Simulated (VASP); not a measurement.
Here is a VASP 6.6.1 calculation.

Contents of INCAR:

```
  PREC = Accurate
  ENCUT = 520
  EDIFF = 1E-6
  ISMEAR = 0
  SIGMA = 0.1
  LREAL = Auto
  LASPH = True
  NELM = 60
  ALGO = Normal
  ISIF = 2
  LWAVE = False
  LCHARG = True
  GGA = PE
  IVDW = 12
  LELF = True
  LVHAR = True
  NBANDS = 62
```

Contents of KPOINTS:

```
regular mesh
0
Gamma
  4 4 4
```

POSCAR

```
P
1.0
    4.8145205310     -2.4072602655      4.8147372112
   -2.4072602655     -4.8145205310     -4.8147372112
    2.4072602655      4.8145205310     -4.8147372112
P
19
Direct
    0.2017677137      0.8014544968      0.4024395611
    0.1836359808      0.5371993147      0.1464367480
   -0.0156018028      0.7381043796      0.7462938556
    0.0028020236      0.5009538909      0.5015452686
   -0.0034830467      0.2557138394      0.2408031958
    0.0028020236      0.0012568369      0.0018482146
    0.8100112929      0.9467400337      0.3632713411
    0.8004237961      0.7012857581      0.0993201872
    0.5955081885      0.8994071056      0.7033392326
    0.6161153496      0.6597286915      0.4563867400
    0.5955081885      0.3921689340      0.1961010610
    0.4007585776      0.5983311341      0.7953233775
    0.3890902922      0.3414342341      0.5476561400
    0.4007584946      0.1054350536      0.3024274631
    0.2017677137      0.2993281638      0.9003131179
    0.1970774855      0.0554598798      0.6416176876
    0.8082359136      0.4603426064      0.8478933891
    0.8004237131      0.2011035395      0.5991380245
    0.5457311030      0.0545522089      0.9911789760
```

Potentials or basis: VASP PAW PBE potentials, release 64 (P).

The run is started by

```bash
$ cat potpaw_PBE.64/P/POTCAR > POTCAR
$ mpirun -np 1 vasp_std > vasp.out
```

Problem. Predict the band gap on the k mesh.

Solution. Zero (an odd number of electrons rules out a gap without spin polarisation).

Problem. What does it give for the largest force?

Solution. 0.621 eV/Å.

Stress tensor (GPa, compression positive):
```
-1.27  0.36  0.00
 0.36 -0.88  0.00
 0.00  0.00 -0.48
```
